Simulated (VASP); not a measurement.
# Cs: single point with PBE

Crystal: Cs.

```
Cs
1.0
     5.01161    0.00000    0.00000
     0.00000    5.01161    0.00000
     0.00000    0.00000    5.01161
Cs
1
Cartesian
  0.0000 0.0000 0.0000
```

This isn't the form of Cs at room conditions, which is bcc.

* Program: VASP 6.6.1
* Task: single point
* Functional: PBE
* Potentials or basis: VASP PAW PBE potentials, release 64 (Cs_sv)
* Cutoff: 520 eV
* k mesh: 8 × 8 × 8
* Occupations: fermi-dirac, width 0.08 eV
* Spin: no spin polarisation
* Dipole correction: no
* Further INCAR settings: ALGO = Normal; EDIFF = 1e-06; NBANDS = 10

```yaml
Pressure: 0.0 GPa
Band_gap_on_the_k_mesh: zero (an odd number of electrons rules out a gap without spin polarisation)
```

Levels at points of the mesh, in eV from the Fermi level:
| k point | band 2 | band 3 | band 4 | band 5 | band 6 | band 7 |
| --- | --- | --- | --- | --- | --- | --- |
| (0.00, 0.00, 0.00) | -10.78 | -10.78 | -10.78 | -1.59 | 1.35 | 1.35 |
| (0.50, 0.00, 0.00) | -10.95 | -10.77 | -10.77 | -0.20 | 0.41 | 1.76 |
| (0.50, 0.50, 0.00) | -10.93 | -10.93 | -10.76 | 0.35 | 1.16 | 1.98 |
| (0.50, 0.50, 0.50) | -10.91 | -10.91 | -10.91 | 1.08 | 1.08 | 1.08 |

Wall time 48 s on 1 thread of Intel Xeon 8259CL, on a shared host, peak memory 0.24 GiB.

Caveat: spin-orbit coupling is left out, which moves the levels of the heavy elements.
